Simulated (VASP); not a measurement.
# WC (Fm-3m) in VASP: further runs, part 2 of 2

VASP 6.6.1. The steps go on from the part before.

### Step 3. Single point, r2SCAN

This run uses another cell than the first one, of 10.12 Å³/atom, 1.021 times its volume.

The input, POSCAR:

```
WC
1.0
    0.0000000000      2.1630495024      2.1630495024
    2.1630495024      0.0000000000      2.1630495024
    2.1630495024      2.1630495024      0.0000000000
W C
1 1
Direct
    0.0000000000      0.0000000000      0.0000000000
    0.5000000000      0.5000000000      0.5000000000
```

The input, INCAR.step1:

```
SYSTEM = WC
ALGO = Normal
EDIFF = 1E-4
ENCUT = 520
GGA = PE
ISMEAR = 1
LASPH = .TRUE.
LCHARG = .FALSE.
LREAL = .FALSE.
LWAVE = .TRUE.
NBANDS = 16
NELM = 80
PREC = Accurate
SIGMA = 0.1
```

The input, INCAR.step2:

```
SYSTEM = WC
ALGO = Normal
EDIFF = 1E-6
ENCUT = 520
ISIF = 2
ISMEAR = 1
ISTART = 1
LASPH = .TRUE.
LCHARG = .FALSE.
LMIXTAU = .TRUE.
LREAL = .FALSE.
LWAVE = .FALSE.
METAGGA = R2SCAN
NBANDS = 16
NELM = 80
PREC = Accurate
SIGMA = 0.1
```

The input, KPOINTS:

```
k-points
0
G
  11 11 11
  0 0 0
```

Potentials or basis: VASP PAW PBE potentials, release 64 (W_sv, C).

On the command line:

```console
$ cat potpaw_PBE.64/W_sv/POTCAR potpaw_PBE.64/C/POTCAR > POTCAR
$ cp INCAR.step1 INCAR
$ mpirun -np 1 vasp_std > vasp.out
$ cp INCAR.step2 INCAR
$ mpirun -np 1 vasp_std > vasp.out
```

OUTCAR:

```text
SYSTEM = WC
   EDIFF = 1E-6
   ENCUT = 520
   ISIF = 2
   ISMEAR = 1
   ISTART = 1
   LASPH = .TRUE.
   LREAL = .FALSE.
   METAGGA = R2SCAN
   NELM = 80
   PREC = Accurate

 ion  position               nearest neighbor table
   1  0.000  0.000  0.000-   2 2.16   2 2.16   2 2.16   2 2.16   2 2.16   2 2.16
   2  0.500  0.500  0.500-   1 2.16   1 2.16   1 2.16   1 2.16   1 2.16   1 2.16

  LATTYP: Found a face centered cubic cell.
 ALAT       =     4.3260990048

  Lattice vectors:

 A1 = (   0.0000000000,   2.1630495024,   2.1630495024)
 A2 = (   2.1630495024,   0.0000000000,   2.1630495024)
 A3 = (   2.1630495024,   2.1630495024,   0.0000000000)

Analysis of symmetry for initial positions (statically):
=====================================================================
 Subroutine PRICEL returns:
 Original cell was already a primitive cell.

 Routine SETGRP: Setting up the symmetry group for a
 face centered cubic supercell.

 Subroutine GETGRP returns: Found 48 space group operations
 (whereof 48 operations were pure point group operations)
 out of a pool of 48 trial point group operations.

The static configuration has the point symmetry O_h .

Analysis of symmetry for dynamics (positions and initial velocities):
=====================================================================
 Subroutine PRICEL returns:
 Original cell was already a primitive cell.

 Routine SETGRP: Setting up the symmetry group for a
 face centered cubic supercell.

 Subroutine GETGRP returns: Found 48 space group operations
 (whereof 48 operations were pure point group operations)
 out of a pool of 48 trial point group operations.

The dynamic configuration has the point symmetry O_h .

 Subroutine INISYM returns: Found 48 space group operations
 (whereof 48 operations are pure point group operations),
 and found     1 'primitive' translations

----------------------------------------------------------------------------------------

                                     Primitive cell

  volume of cell :      20.2409

  direct lattice vectors                    reciprocal lattice vectors
     0.000000000  2.163049502  2.163049502    -0.231155135  0.231155135  0.231155135
     2.163049502  0.000000000  2.163049502     0.231155135 -0.231155135  0.231155135
     2.163049502  2.163049502  0.000000000     0.231155135  0.231155135 -0.231155135

  length of vectors
     3.059013942  3.059013942  3.059013942     0.400372438  0.400372438  0.400372438

  position of ions in fractional coordinates (direct lattice)
     0.000000000  0.000000000  0.000000000
     0.500000000  0.500000000  0.500000000

  ion indices of the primitive-cell ions
   primitive index   ion index
                 1           1
                 2           2

----------------------------------------------------------------------------------------

 KPOINTS: k-points

Automatic generation of k-mesh.
 Grid dimensions read from file:
 generate k-points for:   11   11   11

 Generating k-lattice:

  Cartesian coordinates                     Fractional coordinates (reciprocal lattice)
    -0.021014103  0.021014103  0.021014103     0.090909091  0.000000000  0.000000000
     0.021014103 -0.021014103  0.021014103     0.000000000  0.090909091  0.000000000
     0.021014103  0.021014103 -0.021014103     0.000000000  0.000000000  0.090909091

  Length of vectors
     0.036397494  0.036397494  0.036397494

  Shift w.r.t. Gamma in fractional coordinates (k-lattice)
     0.000000000  0.000000000  0.000000000

 Subroutine IBZKPT returns following result:
 ===========================================

 Found     56 irreducible k-points:

 Following reciprocal coordinates:
            Coordinates               Weight
  0.000000  0.000000  0.000000      1.000000
  0.090909  0.000000  0.000000      8.000000
  0.181818  0.000000  0.000000      8.000000
  0.272727  0.000000  0.000000      8.000000
  0.363636  0.000000  0.000000      8.000000
  0.454545  0.000000  0.000000      8.000000
[... 16 lines left out ...]
 -0.272727  0.181818  0.000000     24.000000
 -0.181818  0.181818  0.000000     12.000000
 [... further k-points ...]
   k-points           NKPTS =     56   k-points in BZ     NKDIM =     56   number of bands    NBANDS=     16
   number of dos      NEDOS =    301   number of ions     NIONS =      2
   total plane-waves  NPLWV =  13824
   dimension x,y,z NGX =    24 NGY =   24 NGZ =   24
   dimension x,y,z NGXF=    48 NGYF=   48 NGZF=   48
   ions per type =               1   1
   NGX,Y,Z   is equivalent  to a cutoff of  13.04, 13.04, 13.04 a.u.
   NGXF,Y,Z  is equivalent  to a cutoff of  26.09, 26.09, 26.09 a.u.
 SYSTEM =  WC
   PREC   = accura    normal or accurate (medium, high low for compatibility)
   ISTART =      1    job   : 0-new  1-cont  2-samecut
   ICHARG =      0    charge: 1-file 2-atom 10-const
   ISPIN  =      1    spin polarized calculation?
   LNONCOLLINEAR =      F non collinear calculations
   LSORBIT =      F    spin-orbit coupling
   LASPH  =      T    aspherical Exc in radial PAW
   ENCUT  =  520.0 eV  38.22 Ry    6.18 a.u.   5.69  5.69  5.69*2*pi/ulx,y,z
   NELM   =     80;   NELMIN=  2; NELMDL=  0     # of ELM steps
   EDIFF  = 0.1E-05   stopping-criterion for ELM
   LREAL  =      F    real-space projection
   EDIFFG = 0.1E-04   stopping-criterion for IOM
   NSW    =      0    number of steps for IOM
   IBRION =     -1    ionic relax: 0-MD 1-quasi-New 2-CG
   NFREE  =      0    steps in history (QN), initial steepest desc. (CG)
   ISIF   =      2    stress and relaxation
   ISYM   =      2    0-nonsym 1-usesym 2-fastsym
   POTIM  = 0.5000    time-step for ionic-motion
   TEBEG  =    0.0;   TEEND  =   0.0 temperature during run
   PSTRESS=    0.0 pullay stress
   NELECT =      18.0000    total number of electrons
   NUPDOWN=      -1.0000    fix difference up-down
   EMIN   =  10.00;   EMAX   =-10.00  energy-range for DOS
   EFERMI =   0.00;   METHOD = LEGACY
   ISMEAR =     1;   SIGMA  =   0.10  broadening in eV -4-tet -1-fermi 0-gaus
   EFERMI_NEDOS =   21; number of points for ismear=-14 and -15
   IALGO  =     38    algorithm
   IMIX   =      4    mixing-type and parameters
     AMIX     =   0.40;   BMIX     =  1.00
     AMIX_MAG =   1.60;   BMIX_MAG =  1.00
  volume/ion in A,a.u.               =      10.12        68.30
  Fermi-wavevector in a.u.,A,eV,Ry     =   1.574306  2.975007 33.721224  2.478440
  Thomas-Fermi vector in A             =   2.675460
   LORBIT       =      0    0 simple, 1 ext, 2 COOP (PROOUT), +10 PAW based schemes
   METAGGA = R2SCAN    functional components
   LHFCALC =     F    Hartree Fock is set to
   AEXX    =    0.0000 exact exchange contribution
   IVDW    =     0    specifies the selected vdW correction
   LEPSILON=     F    determine dielectric tensor
   LRPA    =     F    only Hartree local field effects (RPA)
 non-spin polarized calculation
 Methfessel and Paxton  Order N= 1 SIGMA  =   0.10
  energy-cutoff  :      520.00
  volume of cell :       20.24
 maximum number of plane-waves:       556
   NGX = 11   NGY = 11   NGZ = 11

 number of electron      17.9999999 magnetization

 Free energy of the ion-electron system (eV)
  ---------------------------------------------------
  ext. energy  EPLUGINS =         0.00000000
  ---------------------------------------------------
  free energy    TOTEN  =       -60.58598480 eV

  energy without entropy =      -60.58764729  energy(sigma->0) =      -60.58653897

 E-fermi :  13.0595     XC(G=0): -15.1172

 val. band max:       13.0323536002   @ k =  -0.2727   0.4545   0.1818
 cond. band min:      13.0959930829   @ k =   0.4545   0.0909   0.0000
 fundamental gap:      0.0636394827
 Fermi energy:        13.0595086264

 k-point     1 :       0.0000    0.0000    0.0000
  band No.  band energies     occupation
      1     -64.3976      2.00000
      2     -27.7261      2.00000
      3     -27.7261      2.00000
      4     -27.7261      2.00000
      5      -4.0403      2.00000
      6      10.0370      2.00000
[... 8 lines left out ...]
     15      23.5709      0.00000
     16      37.6398      0.00000
[... 419 lines left out ...]
 k-point    24 :      -0.1818    0.1818    0.0000
  band No.  band energies     occupation
      1     -64.3638      2.00000
      2     -28.1277      2.00000
      3     -27.8892      2.00000
      4     -27.7595      2.00000
      5      -1.7387      2.00000
      6       5.5286      2.00000
[... 8 lines left out ...]
     15      26.8187      0.00000
     16      28.0025      0.00000

 [... further k-points ...]
[... 5 lines left out ...]
  --------------------------------------------------------------------------------------
  -------------------------------------------------------------------------------------
  Total        1.6076199      1.6076199      1.6076199      0.0000000      0.0000000      0.0000000
  in kB      127.2519929    127.2519929    127.2519929      0.0000000      0.0000000      0.0000000
  external PRESSURE =     127.2519929 kB  Pullay stress =       0.0000000 kB

 VOLUME and BASIS-vectors are now :
 -----------------------------------------------------------------------------
  energy-cutoff  :      520.00
  volume of cell :       20.24
      direct lattice vectors                 reciprocal lattice vectors
     0.000000000  2.163049502  2.163049502    -0.231155135  0.231155135  0.231155135
     2.163049502  0.000000000  2.163049502     0.231155135 -0.231155135  0.231155135
     2.163049502  2.163049502  0.000000000     0.231155135  0.231155135 -0.231155135

 POSITION                                       TOTAL-FORCE (eV/Angst)
 -----------------------------------------------------------------------------------
      0.00000      0.00000      0.00000        -0.000000     -0.000000     -0.000000
      2.16305      2.16305      2.16305         0.000000      0.000000      0.000000
 -----------------------------------------------------------------------------------
    total drift:                                0.000000     -0.000000     -0.000000

  FREE ENERGIE OF THE ION-ELECTRON SYSTEM (eV)
  ---------------------------------------------------
  free  energy   TOTEN  =       -60.5859848047 eV

  energy  without entropy=      -60.5876472876  energy(sigma->0) =      -60.58653897
```

OUTCAR.step1:

```text
SYSTEM = WC
   EDIFF = 1E-4
   ENCUT = 520
   GGA = PE
   ISMEAR = 1
   LASPH = .TRUE.
   LREAL = .FALSE.
[... 676 lines left out ...]
      0.00000      0.00000      0.00000        -0.000000     -0.000000      0.000000
      2.16305      2.16305      2.16305         0.000000      0.000000     -0.000000
 -----------------------------------------------------------------------------------
    total drift:                                0.000000     -0.000000     -0.000000

  FREE ENERGIE OF THE ION-ELECTRON SYSTEM (eV)
  ---------------------------------------------------
  free  energy   TOTEN  =       -21.5008530021 eV

  energy  without entropy=      -21.5016795828  energy(sigma->0) =      -21.50112853
```

OSZICAR.step1:

```text
N       E                     dE             d eps       ncg     rms          rms(c)
DAV:   1     0.110823092781E+03    0.11082E+03   -0.93702E+03  1816   0.126E+03
DAV:   2    -0.217000248734E+02   -0.13252E+03   -0.12788E+03  2184   0.340E+02
DAV:   3    -0.249981662930E+02   -0.32981E+01   -0.32883E+01  1904   0.502E+01
DAV:   4    -0.250140629477E+02   -0.15897E-01   -0.15896E-01  2336   0.398E+00
DAV:   5    -0.250141764448E+02   -0.11350E-03   -0.11350E-03  1968   0.317E-01    0.334E+01
DAV:   6    -0.215868624368E+02    0.34273E+01   -0.83708E+00  2192   0.278E+01    0.885E+00
DAV:   7    -0.215290647603E+02    0.57798E-01   -0.44471E-01  1792   0.537E+00    0.690E+00
DAV:   8    -0.215025175718E+02    0.26547E-01   -0.61272E-02  2040   0.215E+00    0.156E+00
DAV:   9    -0.215008983923E+02    0.16192E-02   -0.27192E-03  1912   0.465E-01    0.113E-01
DAV:  10    -0.215008530021E+02    0.45390E-04   -0.29726E-04  2112   0.189E-01
   1 F= -.21500853E+02 E0= -.21501129E+02  d E =0.826581E-03
```

Run time: 30 s. Hardware: 1 thread of Intel Xeon 6975P-C, shared host; peak memory 0.15 GiB.

What came out:

| Quantity | Value |
| --- | --- |
| Free energy | -60.5860 eV |
| Pressure | 12.7 GPa |
| Band gap on the k mesh | zero (band 9 reaches 14.10 eV, above the bottom of band 10 at 10.69 eV) |

Caveat: the PAW data sets were made with another functional, which shifts forces and pressure a little; spin-orbit coupling is left out, which moves the levels of the heavy elements.

### Step 4. Single point, r2SCAN

This run uses another cell than the first one, of 10.33 Å³/atom, 1.043 times its volume.

The input, POSCAR:

```
WC
1.0
    0.0000000000      2.1779675566      2.1779675566
    2.1779675566      0.0000000000      2.1779675566
    2.1779675566      2.1779675566      0.0000000000
W C
1 1
Direct
    0.0000000000      0.0000000000      0.0000000000
    0.5000000000      0.5000000000      0.5000000000
```

The input, INCAR.step1:

```
PREC = Accurate
ENCUT = 520
ISMEAR = 1
SIGMA = 0.1
LREAL = False
LASPH = True
NELM = 60
NBANDS = 16
GGA = PE
ALGO = Normal
EDIFF = 1E-4
LWAVE = True
LCHARG = False
```

The input, INCAR.step2:

```
PREC = Accurate
ENCUT = 520
EDIFF = 1E-6
ISMEAR = 1
SIGMA = 0.1
LREAL = False
LASPH = True
NELM = 60
ALGO = Normal
ISIF = 2
LWAVE = False
LCHARG = False
METAGGA = R2SCAN
LMIXTAU = True
NBANDS = 16
ISTART = 1
```

The input, KPOINTS:

```
Automatic mesh
0
Gamma
  11 11 11
```

On the command line:

```console
$ cat potpaw_PBE.64/W_sv/POTCAR potpaw_PBE.64/C/POTCAR > POTCAR
$ cp INCAR.step1 INCAR
$ mpirun -np 1 vasp_std > vasp.out
$ cp INCAR.step2 INCAR
$ mpirun -np 1 vasp_std > vasp.out
```

Wall time 37 s (1 thread of Intel Xeon 6975P-C, shared host); peak memory 0.16 GiB.

The run converged. Its results:

| Property | Result |
| --- | --- |
| Free energy | -60.6082 eV |
| Pressure | 4.1 GPa |
| Band gap on the k mesh | zero (band 9 reaches 13.74 eV, above the bottom of band 10 at 10.43 eV) |

Levels at points of the mesh, in eV from the Fermi level:
| k point | band 5 | band 6 | band 7 | band 8 | band 9 | band 10 | band 11 | band 12 | band 13 | band 14 |
| --- | --- | --- | --- | --- | --- | --- | --- | --- | --- | --- |
| (0.00, 0.00, 0.00) | -16.91 | -2.94 | -2.94 | -2.94 | -1.21 | -1.21 | -1.21 | -1.07 | -1.07 | 7.25 |

Caveat: the PAW data sets were made with another functional, which shifts forces and pressure a little; spin-orbit coupling is left out, which moves the levels of the heavy elements.

### Step 5. Summary

| cell | gap on the mesh (eV) | pressure (GPa) |
| --- | --- | --- |
| a = 3.038 Å, angles 60.0°, 2 atoms | none | 22.3 |
| a = 3.059 Å, angles 60.0°, 2 atoms | none | 12.7 |
| a = 3.080 Å, angles 60.0°, 2 atoms | none | 4.1 |

Alike in all rows: task single point; level r2SCAN; potentials or basis VASP PAW PBE potentials, release 64 (W_sv, C); no spin polarisation; k mesh 11 × 11 × 11; cutoff (eV) 520; smearing methfessel-paxton 0.1 eV.

Caveats: the PAW data sets were made with another functional, which shifts forces and pressure a little; spin-orbit coupling is left out, which moves the levels of the heavy elements.

Absolute energies hang on the potentials; compare differences alone.
